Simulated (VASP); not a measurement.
Crystal: Si4Cl.

```
Si Cl
1.0
     5.79232    0.00000    0.00000
     0.00000    5.79232    0.00000
     0.00000    0.00000    5.79232
Si Cl
4 1
Direct
  0.25000 0.25000 0.25000
  0.75000 0.75000 0.25000
  0.75000 0.25000 0.75000
  0.25000 0.75000 0.75000
  0.00000 0.00000 0.00000
```

* Program: VASP 6.6.1
* Task: relaxation of cell and atoms
* Functional: PBE
* Potentials or basis: VASP PAW PBE potentials, release 64 (Si, Cl)
* Cutoff: 600 eV
* k mesh: 4 × 4 × 4
* Occupations: gaussian, width 0.1 eV
* Spin: no spin polarisation

At the start: pressure -5.8 GPa; volume 38.87 Å³/atom.

Problem. Where does the relaxation end?

Solution. Over 16 steps the energy falls by 1007.9 meV/atom and the volume is 20.79 Å³/atom (-46.5 %); space group P-43m (No. 215, to 0.05 Å).

The path:
| step | energy change (eV) | largest force (eV/Å) | pressure (GPa) | volume (Å³) |
| --- | --- | --- | --- | --- |
| 1 | 0.0000 | 0.4558 | -5.77 | 194.34 |
| 2 | -1.3686 | 1.1963 | -5.34 | 157.59 |
| 3 | -0.3590 | 7.6726 | 31.64 | 75.62 |
| 4 | -2.2178 | 2.4912 | -1.67 | 125.89 |
| 5 | -2.3297 | 3.5290 | 2.65 | 109.39 |
| 6 | -2.9852 | 3.5295 | 3.67 | 100.29 |
| 7 | -3.6438 | 1.6970 | 17.29 | 76.05 |
| 8 | -3.7449 | 2.7687 | 10.75 | 83.36 |
| 9 | -3.7613 | 2.4509 | 12.87 | 80.62 |
| 10 | -4.4930 | 0.9947 | 7.75 | 85.54 |
| 11 | -4.9641 | 0.4359 | 3.21 | 97.45 |
| 12 | -5.0255 | 0.1350 | 1.33 | 100.78 |
| 13 | -5.0383 | 0.0654 | 0.06 | 103.48 |
| 14 | -5.0384 | 0.0547 | 0.13 | 103.33 |
| 15 | -5.0389 | 0.0432 | 0.09 | 103.52 |
| 16 | -5.0395 | 0.0162 | 0.01 | 103.97 |

Final structure:
```
CELL_PARAMETERS angstrom
4.70223 0.00000 0.00000
0.00000 4.70223 0.00000
0.00000 0.00000 4.70223
ATOMIC_POSITIONS crystal
Si 0.30350 0.30350 0.30350
Si 0.69650 0.69650 0.30350
Si 0.69650 0.30350 0.69650
Si 0.30350 0.69650 0.69650
Cl 0.00000 0.00000 0.00000
```

Caveat: the volume moved by over 15 % at a fixed basis, so the end points are rough; an odd number of electrons without spin polarisation forces a metal; a magnetic or distorted state may lie lower.
